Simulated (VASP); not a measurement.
# Al30Si (a cell with a defect) in VASP: a series of runs

The runs below take Al30Si (a cell with a defect) through single point, with PBEsol.

Program: VASP 6.6.1. These are calculated values, not measurements. Logs are shortened: lines on timing, memory, paths and dates and some standing lists are left out, and cuts for length are marked.

## (1) The cell of the first run

The cell holds a defect, 31 atoms: a = 8.100 Å, b = 8.100 Å, c = 8.100 Å, α = 90.00°, β = 90.00°, γ = 90.00°.

## (2) Single point, PBEsol

Input file INCAR:

```
  ALGO = Normal
  EDIFF = 1E-6
  ENCUT = 520
  GGA = PS
  ISIF = 2
  ISMEAR = 0
  LASPH = T
  LCHARG = F
  LREAL = Auto
  LWAVE = F
  NBANDS = 68
  NELM = 80
  PREC = Accurate
  SIGMA = 0.1
```

Input file KPOINTS:

```
k-points
0
Gamma
  3 3 3
```

Input file POSCAR:

```
Al30Si
1.0
    8.1000000000      0.0000000000      0.0000000000
    0.0000000000      8.1000000000      0.0000000000
    0.0000000000      0.0000000000      8.1000000000
Al Si
30 1
Direct
    0.5041038272      0.0030830864      0.0043825926
    0.7502137037      0.2502674074      0.0014951852
    0.7469156790      0.0060262963      0.2481753086
    0.0026025926      0.0009843210     -0.0006690123
    0.2583549383      0.2502965432      0.0074912346
    0.5041645679      0.4975448148      0.0042792593
    0.7523858025      0.7502701235     -0.0016859259
    0.2455218519     -0.0105260494      0.2493590123
    0.7468544444      0.4944390123      0.2481655556
    0.4998450617     -0.0005580247      0.5020500000
    0.7463876543      0.2502704938      0.4949496296
    0.7515988889     -0.0012528395      0.7482797531
    0.0025795062      0.4995604938     -0.0006692593
    0.2510327160      0.7503048148     -0.0062135802
    0.0075135802      0.2502686420      0.2557097531
    0.2455898765      0.5110720988      0.2492765432
    0.5031976543      0.7502807407      0.2495686420
    0.0030727160      0.0006946914      0.5017032099
    0.4998038272      0.5011414815      0.5020833333
    0.7527367901      0.7502279012      0.5000904938
    0.2504490123      0.0040483951      0.7485537037
    0.4992195062      0.2502777778      0.7496530864
    0.7516422222      0.5018043210      0.7482362963
   -0.0075140741      0.7502190123      0.2482175309
    0.0031666667      0.4998008642      0.5016583951
    0.2504732099      0.7502929630      0.5027451852
    0.0029066667      0.2502728395      0.7477991358
    0.2504345679      0.4965493827      0.7485764198
    0.5028758025      0.7503316049      0.7532212346
    0.0022214815      0.7502704938      0.7491460494
    0.4316374074      0.2503064198      0.3008525926
```

Potentials or basis: VASP PAW PBE potentials, release 64 (Al, Si).

Launch:

```sh
cat potpaw_PBE.64/Al/POTCAR potpaw_PBE.64/Si/POTCAR > POTCAR
mpirun -np 1 vasp_std > vasp.out
```

OUTCAR:

```text
EDIFF = 1E-6
   ENCUT = 520
   GGA = PS
   ISIF = 2
   ISMEAR = 0
   LASPH = T
   LREAL = Auto
   NELM = 80
   PREC = Accurate

 ion  position               nearest neighbor table
   1  0.504  0.003  0.004-   3 2.79   5 2.82   2 2.83  17 2.85   7 2.87  22 2.88  12 2.89  29 2.89
                             8 2.89  14 2.90  21 2.92  31 3.18
   2  0.750  0.250  0.001-   9 2.81   3 2.81   1 2.83   6 2.83  13 2.87   4 2.87  22 2.88  12 2.89
                            23 2.89  27 2.90  15 2.93
   3  0.747  0.006  0.248-   1 2.79   2 2.81  11 2.81  17 2.86  10 2.87  24 2.87   4 2.89  15 2.89
                             7 2.90  20 2.91  18 2.92
   4  0.003  0.001  0.999-   8 2.83  21 2.86  14 2.86  24 2.86  27 2.87  30 2.87   7 2.87   2 2.87
                            12 2.88   3 2.89   5 2.89  15 2.90
   5  0.258  0.250  0.007-  31 2.76   1 2.82   6 2.82  22 2.86  15 2.86  16 2.88   8 2.88  13 2.89
                             4 2.89  28 2.90  21 2.90  27 2.95
   6  0.504  0.498  0.004-   9 2.79   5 2.82   2 2.83  17 2.85   7 2.87  22 2.88  23 2.88  29 2.89
                            16 2.89  14 2.90  28 2.92  31 3.18
   7  0.752  0.750  0.998-  24 2.81  29 2.83  12 2.86  23 2.86  30 2.86  17 2.87  13 2.87   4 2.87
                             6 2.87   1 2.87   3 2.90   9 2.90
   8  0.246  0.989  0.249-  31 2.63  24 2.82  26 2.82   4 2.83  14 2.84  18 2.84  17 2.85  15 2.86
                             5 2.88   1 2.89  10 2.91
   9  0.747  0.494  0.248-   6 2.79   2 2.81  11 2.81  17 2.86  19 2.87  24 2.87  13 2.89  15 2.89
[... 30 lines left out ...]
                            25 2.89  18 2.89  26 2.94  14 2.94
  25  0.003  0.500  0.502-  28 2.83  16 2.84  15 2.84  27 2.84  26 2.85  30 2.85  23 2.85  20 2.87
                            24 2.89  11 2.90   9 2.92
  26  0.250  0.750  0.503-   8 2.82  16 2.82  30 2.83  25 2.85  18 2.85  19 2.86  10 2.86  21 2.86
                            28 2.86  29 2.88  17 2.90  24 2.94
  27  0.003  0.250  0.748-  21 2.83  28 2.83  25 2.84  18 2.84  13 2.87   4 2.87  23 2.88  12 2.88
                             2 2.90  11 2.92   5 2.95
  28  0.250  0.497  0.749-  27 2.83  25 2.83  22 2.84  19 2.84  13 2.86  14 2.86  26 2.86  30 2.88
                             5 2.90  29 2.90   6 2.92
  29  0.503  0.750  0.753-  14 2.82   7 2.83  12 2.85  23 2.85  10 2.87  19 2.87  26 2.88  20 2.88
                             6 2.89   1 2.89  21 2.90  28 2.90
  30  0.002  0.750  0.749-  14 2.83  26 2.83  18 2.85  25 2.85  20 2.86   7 2.86  23 2.86  12 2.86
                            13 2.87   4 2.87  28 2.88  21 2.88
  31  0.432  0.250  0.301-  16 2.63   8 2.63  19 2.66  10 2.66   5 2.76  11 3.00   1 3.18   6 3.18

  LATTYP: Found a simple cubic cell.
 ALAT       =     8.1000000000

  Lattice vectors:

 A1 = (   8.1000000000,   0.0000000000,   0.0000000000)
 A2 = (   0.0000000000,   8.1000000000,   0.0000000000)
 A3 = (   0.0000000000,   0.0000000000,   8.1000000000)

Analysis of symmetry for initial positions (statically):
[... 186 lines left out ...]
   EFERMI =   0.00;   METHOD = LEGACY
   ISMEAR =     0;   SIGMA  =   0.10  broadening in eV -4-tet -1-fermi 0-gaus
   EFERMI_NEDOS =   21; number of points for ismear=-14 and -15
   IALGO  =     38    algorithm
   IMIX   =      4    mixing-type and parameters
     AMIX     =   0.40;   BMIX     =  1.00
     AMIX_MAG =   1.60;   BMIX_MAG =  1.00
  volume/ion in A,a.u.               =      17.14       115.69
  Fermi-wavevector in a.u.,A,eV,Ry     =   0.918965  1.736593 11.490081  0.844497
  Thomas-Fermi vector in A             =   2.044106
   LORBIT       =      0    0 simple, 1 ext, 2 COOP (PROOUT), +10 PAW based schemes
   GGA     = PS    functional components
   LHFCALC =     F    Hartree Fock is set to
   AEXX    =    0.0000 exact exchange contribution
   IVDW    =     0    specifies the selected vdW correction
   LEPSILON=     F    determine dielectric tensor
   LRPA    =     F    only Hartree local field effects (RPA)
 non-spin polarized calculation
 Gauss-broadening in eV      SIGMA  =   0.10
  energy-cutoff  :      520.00
  volume of cell :      531.44
 maximum number of plane-waves:     14358
   NGX = 31   NGY = 31   NGZ = 31

 number of electron      94.0000000 magnetization

 Free energy of the ion-electron system (eV)
  ---------------------------------------------------
  ext. energy  EPLUGINS =         0.00000000
  ---------------------------------------------------
  free energy    TOTEN  =      -127.58557313 eV

  energy without entropy =     -127.53037133  energy(sigma->0) =     -127.55797223

 E-fermi :   7.4272     XC(G=0): -10.1085

 val. band max:        7.4063202042   @ k =  -0.3333  -0.3333   0.3333
 cond. band min:       7.4309819020   @ k =   0.0000   0.0000   0.3333
 fundamental gap:      0.0246616978
 Fermi energy:         7.4271898677

 k-point     1 :       0.0000    0.0000    0.0000
  band No.  band energies     occupation
      1      -3.4806      2.00000
      2      -1.7096      2.00000
      3      -1.2897      2.00000
      4      -1.2204      2.00000
      5      -1.2189      2.00000
      6      -1.1796      2.00000
[... 857 lines left out ...]
     58       9.3359      0.00000
     59       9.4072      0.00000
 [bands above 59 left out]

------------------------ aborting loop because EDIFF is reached ----------------------------------------

  FORCE on cell =-STRESS in cart. coord.  units (eV):
  Direction    XX          YY          ZZ          XY          YZ          ZX
  --------------------------------------------------------------------------------------
  -------------------------------------------------------------------------------------
  Total       -8.9565204     -9.1957363     -8.9453896     -0.0019608     -0.0019255      0.9500441
  in kB      -27.0019324    -27.7231154    -26.9683756     -0.0059113     -0.0058051      2.8641734
  external PRESSURE =     -27.2311411 kB  Pullay stress =       0.0000000 kB

 VOLUME and BASIS-vectors are now :
 -----------------------------------------------------------------------------
  energy-cutoff  :      520.00
  volume of cell :      531.44
      direct lattice vectors                 reciprocal lattice vectors
     8.100000000  0.000000000  0.000000000     0.123456790  0.000000000  0.000000000
     0.000000000  8.100000000  0.000000000     0.000000000  0.123456790  0.000000000
     0.000000000  0.000000000  8.100000000     0.000000000  0.000000000  0.123456790

 POSITION                                       TOTAL-FORCE (eV/Angst)
 -----------------------------------------------------------------------------------
      4.08324      0.02497      0.03550        -0.021635      0.020881      0.026663
      6.07673      2.02717      0.01211        -0.008004      0.000793      0.017131
      6.05002      0.04881      2.01022        -0.027684      0.003593      0.011793
      0.02108      0.00797      8.09458        -0.008930     -0.011105      0.011989
      2.09268      2.02740      0.06068        -0.064643     -0.001615     -0.041242
      4.08373      4.03011      0.03466        -0.023281     -0.020894      0.026557
[... 23 lines left out ...]
      0.01799      6.07719      6.06808         0.004418      0.000100      0.001113
      3.49626      2.02748      2.43691         0.515240     -0.002723     -0.379432
 -----------------------------------------------------------------------------------
    total drift:                                0.042726      0.003794      0.015849

  FREE ENERGIE OF THE ION-ELECTRON SYSTEM (eV)
  ---------------------------------------------------
  free  energy   TOTEN  =      -127.5855731329 eV

  energy  without entropy=     -127.5303713275  energy(sigma->0) =     -127.55797223
```

OSZICAR:

```text
N       E                     dE             d eps       ncg     rms          rms(c)
DAV:   1     0.118759607531E+03    0.11876E+03   -0.32767E+04  1904   0.111E+03
DAV:   2    -0.114148365060E+03   -0.23291E+03   -0.21751E+03  2236   0.143E+02
DAV:   3    -0.128319913009E+03   -0.14172E+02   -0.13480E+02  2376   0.284E+01
DAV:   4    -0.128651915729E+03   -0.33200E+00   -0.32869E+00  2312   0.465E+00
DAV:   5    -0.128658604237E+03   -0.66885E-02   -0.66746E-02  2312   0.765E-01    0.789E+00
DAV:   6    -0.127938071526E+03    0.72053E+00   -0.65382E-01  2284   0.213E+00    0.465E+00
DAV:   7    -0.127629573565E+03    0.30850E+00   -0.27304E-01  2192   0.143E+00    0.124E+00
DAV:   8    -0.127589484192E+03    0.40089E-01   -0.40472E-02  2312   0.540E-01    0.519E-01
DAV:   9    -0.127586278318E+03    0.32059E-02   -0.41237E-03  2248   0.177E-01    0.339E-01
DAV:  10    -0.127585655442E+03    0.62288E-03   -0.89737E-04  2288   0.782E-02    0.843E-02
DAV:  11    -0.127585580022E+03    0.75420E-04   -0.16209E-04  2248   0.334E-02    0.329E-02
DAV:  12    -0.127585574876E+03    0.51460E-05   -0.24410E-05  2376   0.123E-02    0.100E-02
DAV:  13    -0.127585573847E+03    0.10290E-05   -0.20496E-06  1568   0.431E-03    0.345E-03
DAV:  14    -0.127585573133E+03    0.71420E-06   -0.22406E-07  1216   0.157E-03
   1 F= -.12758557E+03 E0= -.12755797E+03  d E =-.552018E-01
```

Wall time 17 min (1 thread of Oxide Virtual Turin-like, shared host); peak memory 0.61 GiB.

Results:

```yaml
Free_energy: -127.5856 eV
Pressure: -2.7 GPa
Largest_force: 0.640 eV/Å
Band_gap_on_the_k_mesh: zero (bands 47 and 48 overlap by 0.40 eV)
```

Forces on the atoms (eV/Å):
```
Al  -0.022  0.021  0.027
Al  -0.008  0.001  0.017
Al  -0.028  0.004  0.012
Al  -0.009 -0.011  0.012
Al  -0.065 -0.002 -0.041
Al  -0.023 -0.021  0.027
Al  -0.015  0.000  0.014
Al  -0.004  0.074  0.048
Al  -0.027 -0.003  0.013
Al  -0.039  0.018  0.019
Al  -0.022  0.001  0.024
Al  -0.008  0.000  0.004
Al  -0.007  0.012  0.013
Al  -0.004 -0.001  0.049
Al  -0.067  0.000 -0.025
Al  -0.005 -0.074  0.049
Al  -0.019  0.000  0.008
Al  -0.016  0.010  0.000
Al  -0.038 -0.017  0.017
Al  -0.018  0.000  0.008
Al  -0.003 -0.008  0.012
Al   0.005  0.003  0.025
Al  -0.008  0.001  0.004
Al   0.001  0.001  0.005
Al  -0.018 -0.010  0.001
Al  -0.013  0.000  0.010
Al  -0.022  0.000  0.001
Al  -0.002  0.005  0.012
Al  -0.014 -0.001  0.013
Al   0.004  0.000  0.001
Si   0.515 -0.003 -0.379
```

Stress tensor (GPa, compression positive):
```
-2.70  0.00  0.29
 0.00 -2.77  0.00
 0.29  0.00 -2.70
```

Caveat: the PAW data sets were made with another functional, which shifts forces and pressure a little.

## (3) Single point, PBEsol

Input file INCAR:

```
SYSTEM = Al30Si
PREC = Accurate
ENCUT = 520
EDIFF = 1E-6
ISMEAR = 0
SIGMA = 0.1
LREAL = Auto
LASPH = .TRUE.
NELM = 100
ALGO = Normal
ISIF = 2
LWAVE = .FALSE.
LCHARG = .FALSE.
GGA = PS
NBANDS = 68
```

Input file KPOINTS:

```
regular mesh
0
G
  3 3 3
  0 0 0
```

Input file POSCAR:

```
Al30Si
1.0
    8.1000000000      0.0000000000      0.0000000000
    0.0000000000      8.1000000000      0.0000000000
    0.0000000000      0.0000000000      8.1000000000
Al Si
30 1
Direct
    0.5042833333      0.0015588889      0.0040382716
    0.7496195062      0.2502166667      0.0019229630
    0.7476843210      0.0057560494      0.2483681481
    0.0021997531      0.0017554321     -0.0002607407
    0.2608207407      0.2502566667      0.0107040741
    0.5043661728      0.4989964198      0.0038983951
    0.7524650617      0.7502266667     -0.0017869136
    0.2443638272     -0.0161229630      0.2468707407
    0.7476134568      0.4946008642      0.2483597531
    0.5011955556     -0.0016871605      0.5021359259
    0.7466762963      0.2502288889      0.4946403704
    0.7512213580     -0.0015159259      0.7487060494
    0.0021725926      0.4986932099     -0.0002643210
    0.2502628395      0.7502680247     -0.0084904938
    0.0115869136      0.2502132099      0.2586641975
    0.2444628395      0.5165724691      0.2467551852
    0.5036183951      0.7502383951      0.2499864198
    0.0033013580      0.0000819753      0.5030391358
    0.5011423457      0.5021906173      0.5021786420
    0.7530640741      0.7501669136      0.5009040741
    0.2496150617      0.0045745679      0.7484013580
    0.4977350617      0.2502332099      0.7486235802
    0.7512744444      0.5019737037      0.7486497531
   -0.0090646914      0.7501509877      0.2485786420
    0.0034409877      0.5002943210      0.5029749383
    0.2504780247      0.7502491358      0.5035651852
    0.0030370370      0.2502254321      0.7479100000
    0.2496006173      0.4959454321      0.7484318519
    0.5027144444      0.7503032099      0.7529337037
    0.0011054321      0.7502207407      0.7500930864
    0.3946001235      0.2502749383      0.3282027160
```

Potentials or basis: VASP PAW PBE potentials, release 64 (Al, Si).

Launch:

```sh
cat potpaw_PBE.64/Al/POTCAR potpaw_PBE.64/Si/POTCAR > POTCAR
mpirun -np 1 vasp_std > vasp.out
```

Run time: 11 min. Hardware: 1 thread of Oxide Virtual Turin-like, shared host; peak memory 0.61 GiB.

The run converged. Its results:

```
Free energy            : -127.3547 eV
Pressure               : -2.5 GPa
Largest force          : 0.475 eV/Å
Band gap on the k mesh : zero (bands 47 and 48 overlap by 0.45 eV)
```

Forces on the atoms (eV/Å):
```
Al  -0.014  0.015  0.026
Al  -0.005  0.000  0.015
Al  -0.025  0.007  0.009
Al   0.000 -0.004  0.007
Al  -0.034 -0.002 -0.022
Al  -0.014 -0.018  0.028
Al  -0.005  0.000  0.000
Al  -0.019  0.031  0.036
Al  -0.025 -0.007  0.009
Al  -0.019 -0.001  0.026
Al  -0.029  0.000  0.009
Al  -0.002 -0.001 -0.005
Al   0.000  0.003  0.006
Al  -0.005  0.002  0.027
Al  -0.021 -0.001 -0.015
Al  -0.021 -0.028  0.036
Al  -0.015  0.000  0.009
Al  -0.014  0.002  0.005
Al  -0.019  0.001  0.026
Al  -0.011  0.000  0.011
Al  -0.007 -0.009  0.010
Al   0.010  0.000  0.021
Al  -0.003  0.003 -0.005
Al  -0.010  0.001  0.000
Al  -0.016 -0.001  0.007
Al  -0.016  0.000  0.015
Al  -0.014  0.002 -0.002
Al  -0.008  0.006  0.011
Al  -0.005 -0.002  0.013
Al   0.011  0.002  0.001
Si   0.357 -0.003 -0.313
```

Stress tensor (GPa, compression positive):
```
-2.40  0.00  0.24
 0.00 -2.58  0.00
 0.24  0.00 -2.58
```

Levels at points of the mesh, in eV from the Fermi level:
```tsv
k point	band 44	band 45	band 46	band 47	band 48	band 49	band 50	band 51
(0.00, 0.00, 0.00)	-0.31	-0.27	-0.04	0.38	0.48	0.57	0.59	0.61
```

Caveat: the PAW data sets were made with another functional, which shifts forces and pressure a little.
